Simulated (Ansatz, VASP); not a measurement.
# One calculation of Y, two programs

```
Y
1.0
     0.00000    2.51311    2.51311
     2.51311    0.00000    2.51311
     2.51311    2.51311    0.00000
Y
1
Direct
  0.00000 0.00000 0.00000
```

Alike in both runs: task single point; functional PBEsol; k mesh 14 × 14 × 14; occupations gaussian, width 0.1 eV; no spin polarisation.

|  | VASP | Ansatz |
| --- | --- | --- |
| version | VASP 6.6.1 | Ansatz 0.2.0 |
| potentials or method | VASP PAW PBE potentials, release 64 (Y_sv), cutoff 520 eV | scalar-relativistic, plane waves, PAW |
| valence electrons in the cell | 11 | 11 |

|  | VASP | Ansatz | Ansatz less VASP |
| --- | --- | --- | --- |
| gap on the k mesh at the Fermi level (eV) | none | none | - |
| pressure (GPa) | -1.3 | -1.2 | +0.11 |

VASP's potentials were made for PBE, not for PBEsol. A gap of «none» marks a metal or a gap that the smearing closes. The functional is the same, so the differences come from potentials, cutoffs and numerics.
